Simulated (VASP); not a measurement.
# SnSe: single point with r2SCAN

SnSe:

```
CELL_PARAMETERS angstrom
5.07478 0.00000 0.00000
-2.53739 4.39489 0.00000
0.00000 0.00000 6.17368
ATOMIC_POSITIONS crystal
Sn 0.33333 0.66667 0.96086
Sn 0.66667 0.33333 0.46086
Se 0.33333 0.66667 0.41414
Se 0.66667 0.33333 0.91414
```

```json
{
 "Program": "VASP 6.6.1",
 "Task": "single point",
 "Functional": "r2SCAN",
 "Potentials or basis": "VASP PAW PBE potentials, release 64 (Sn_d, Se)",
 "Cutoff": "520 eV",
 "k mesh": "6 × 6 × 4",
 "Occupations": "gaussian, width 0.01 eV",
 "Spin": "no spin polarisation"
}
```

| Property | Result |
| --- | --- |
| Pressure | 0.0 GPa |
| Largest force | 0.008 eV/Å |
| Band gap on the k mesh | 1.00 eV (least direct gap 1.03 eV) |

Forces on the atoms (eV/Å):
```
Sn   0.000  0.000 -0.008
Sn   0.000  0.000 -0.008
Se   0.000  0.000  0.008
Se   0.000  0.000  0.008
```

Levels at points of the mesh, in eV from the valence-band top:
| k point | band 18 | band 19 | band 20 | band 21 | band 22 | band 23 |
| --- | --- | --- | --- | --- | --- | --- |
| (0.00, 0.00, 0.00) | -2.58 | -2.58 | -2.56 | 1.13 | 1.13 | 2.75 |
| (0.50, 0.00, 0.00) | -2.93 | -2.23 | -0.84 | 2.25 | 3.02 | 3.13 |
| (0.00, 0.00, 0.50) | -3.26 | -1.78 | -1.78 | 1.62 | 1.62 | 1.62 |
| (0.50, 0.00, 0.50) | -2.74 | -0.91 | -0.91 | 1.19 | 1.19 | 2.85 |

Run time: 4.7 min on 1 thread of Intel(R) Xeon(R) Platinum 8259CL CPU @ 2.50GHz (Skylake/Cascade Lake), on a shared host, peak memory 0.32 GiB.

Caveat: the PAW data sets were made with another functional, which shifts forces and pressure a little; spin-orbit coupling is left out, which moves the levels of the heavy elements. A k mesh can miss the band edges.
